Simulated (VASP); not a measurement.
# MgO (Fm-3m) in VASP: a series of runs, part 2 of 2

VASP 6.6.1. Earlier steps stand in the parts before.

## (4) Single point, PBE0

File POSCAR:

```
MgO
1.0
    0.0000000000      2.1351491430      2.1351491430
    2.1351491430      0.0000000000      2.1351491430
    2.1351491430      2.1351491430      0.0000000000
Mg O
1 1
Direct
    0.0000000000      0.0000000000      0.0000000000
    0.5000000000      0.5000000000      0.5000000000
```

File INCAR.step1:

```
PREC = Accurate ; ENCUT = 520
EDIFF = 1E-5 ; ISMEAR = 0
SIGMA = 0.05 ; LREAL = F
LASPH = T ; NELM = 100
ALGO = Normal ; ISIF = 2
LWAVE = T ; GGA = PE
NBANDS = 11
```

File INCAR.step2:

```
PREC = Accurate ; ENCUT = 520
EDIFF = 1E-6 ; ISMEAR = 0
SIGMA = 0.05 ; LREAL = F
LASPH = T ; NELM = 100
ALGO = Normal ; ISIF = 2
LWAVE = F ; LCHARG = T
GGA = PE ; LHFCALC = T
AEXX = 0.25 ; PRECFOCK = Normal
LELF = T ; LVHAR = T
ISTART = 1 ; NBANDS = 11
```

File KPOINTS:

```
Automatic mesh
0
Gamma
  6 6 6
```

Potentials or basis: VASP PAW PBE potentials, release 64 (Mg, O).

On the command line:

```console
cat potpaw_PBE.64/Mg/POTCAR potpaw_PBE.64/O/POTCAR > POTCAR
cp INCAR.step1 INCAR
mpirun -np 1 vasp_std > vasp.out
cp INCAR.step2 INCAR
mpirun -np 1 vasp_std > vasp.out
```

OUTCAR:

```text
PREC = Accurate
   ENCUT = 520
   EDIFF = 1E-6
   ISMEAR = 0
   LREAL = F
   LASPH = T
   NELM = 100
   ISIF = 2
   GGA = PE
   LHFCALC = T
   AEXX = 0.25
   PRECFOCK = Normal
   ISTART = 1

 ion  position               nearest neighbor table
   1  0.000  0.000  0.000-   2 2.14   2 2.14   2 2.14   2 2.14   2 2.14   2 2.14
   2  0.500  0.500  0.500-   1 2.14   1 2.14   1 2.14   1 2.14   1 2.14   1 2.14

  LATTYP: Found a face centered cubic cell.
 ALAT       =     4.2702982860

  Lattice vectors:

 A1 = (   0.0000000000,   2.1351491430,   2.1351491430)
 A2 = (   2.1351491430,   0.0000000000,   2.1351491430)
 A3 = (   2.1351491430,   2.1351491430,   0.0000000000)

Analysis of symmetry for initial positions (statically):
=====================================================================
 Subroutine PRICEL returns:
 Original cell was already a primitive cell.

 Routine SETGRP: Setting up the symmetry group for a
 face centered cubic supercell.

 Subroutine GETGRP returns: Found 48 space group operations
[... 172 lines left out ...]
 k-point     1 :       0.0000    0.0000    0.0000
  band No.  band energies     occupation
      1     -17.3776      2.00000
      2       1.2560      2.00000
      3       1.2560      2.00000
      4       1.2560      2.00000
      5       8.0219      0.00000
      6      19.5348      0.00000
      7      19.5348      0.00000
      8      19.5348      0.00000
      9      23.3142      0.00000
     10      25.2545      0.00000
     11      25.2545      0.00000
[... 197 lines left out ...]
 k-point    16 :      -0.3333    0.5000    0.1667
  band No.  band energies     occupation
      1     -15.8377      2.00000
      2      -2.4260      2.00000
      3      -1.0617      2.00000
      4      -0.4752      2.00000
      5      14.2451      0.00000
      6      14.9173      0.00000
      7      16.2595      0.00000
      8      20.1336      0.00000
      9      23.9436      0.00000
     10      28.3296      0.00000
     11      29.8890      0.00000

------------------------ aborting loop because EDIFF is reached ----------------------------------------

  FORCE on cell =-STRESS in cart. coord.  units (eV):
  Direction    XX          YY          ZZ          XY          YZ          ZX
  --------------------------------------------------------------------------------------
  -------------------------------------------------------------------------------------
  Total       -0.9426396     -0.9426396     -0.9426396      0.0000000      0.0000000      0.0000000
  in kB      -77.5785403    -77.5785403    -77.5785403      0.0000000      0.0000000      0.0000000
  external PRESSURE =     -77.5785403 kB  Pullay stress =       0.0000000 kB

 VOLUME and BASIS-vectors are now :
 -----------------------------------------------------------------------------
  energy-cutoff  :      520.00
  volume of cell :       19.47
      direct lattice vectors                 reciprocal lattice vectors
     0.000000000  2.135149143  2.135149143    -0.234175679  0.234175679  0.234175679
     2.135149143  0.000000000  2.135149143     0.234175679 -0.234175679  0.234175679
     2.135149143  2.135149143  0.000000000     0.234175679  0.234175679 -0.234175679

 POSITION                                       TOTAL-FORCE (eV/Angst)
 -----------------------------------------------------------------------------------
      0.00000      0.00000      0.00000         0.000000      0.000000      0.000000
      2.13515      2.13515      2.13515        -0.000000     -0.000000     -0.000000
 -----------------------------------------------------------------------------------
    total drift:                               -0.000000      0.000000     -0.000000

  FREE ENERGIE OF THE ION-ELECTRON SYSTEM (eV)
  ---------------------------------------------------
  free  energy   TOTEN  =       -14.7692399475 eV

  energy  without entropy=      -14.7692399475  energy(sigma->0) =      -14.76923995
```

OUTCAR.step1:

```text
PREC = Accurate
   ENCUT = 520
   EDIFF = 1E-5
   ISMEAR = 0
   LREAL = F
   LASPH = T
[... 434 lines left out ...]
 -----------------------------------------------------------------------------------
      0.00000      0.00000      0.00000         0.000000      0.000000      0.000000
      2.13515      2.13515      2.13515        -0.000000     -0.000000      0.000000
 -----------------------------------------------------------------------------------
    total drift:                               -0.000000     -0.000000      0.000000

  FREE ENERGIE OF THE ION-ELECTRON SYSTEM (eV)
  ---------------------------------------------------
  free  energy   TOTEN  =       -11.9093681962 eV

  energy  without entropy=      -11.9093681962  energy(sigma->0) =      -11.90936820
```

It took 6.7 min on 1 thread of Intel Xeon Platinum 8259CL at 2.50GHz (Skylake/Cascade Lake), shared host; peak memory 0.15 GiB.

Results:

```
Free energy            : -14.7692 eV
Pressure               : -7.8 GPa
Band gap on the k mesh : 6.77 eV, direct
```

Caveat: the k points lie up to 0.42 Å⁻¹ apart; the PAW data sets were made with another functional, which shifts forces and pressure a little.

## (5) The runs side by side

| level | share of exact exchange | gap on the mesh (eV) | pressure (GPa) |
| --- | --- | --- | --- |
| PBE-based global hybrid | 0.1 | 5.29 | -4.6 |
| PBE-based global hybrid | 0.35 | 7.77 | -9.8 |
| PBE0 | - | 6.77 | -7.8 |

Alike in all rows: task single point; potentials or basis VASP PAW PBE potentials, release 64 (Mg, O); no spin polarisation; cell as given; k mesh 6 × 6 × 6; cutoff (eV) 520; smearing gaussian 0.05 eV.

Caveats: all runs use coarse meshes; the PAW data sets were made with another functional, which shifts forces and pressure a little.

Absolute energies hang on the potentials; compare differences alone.
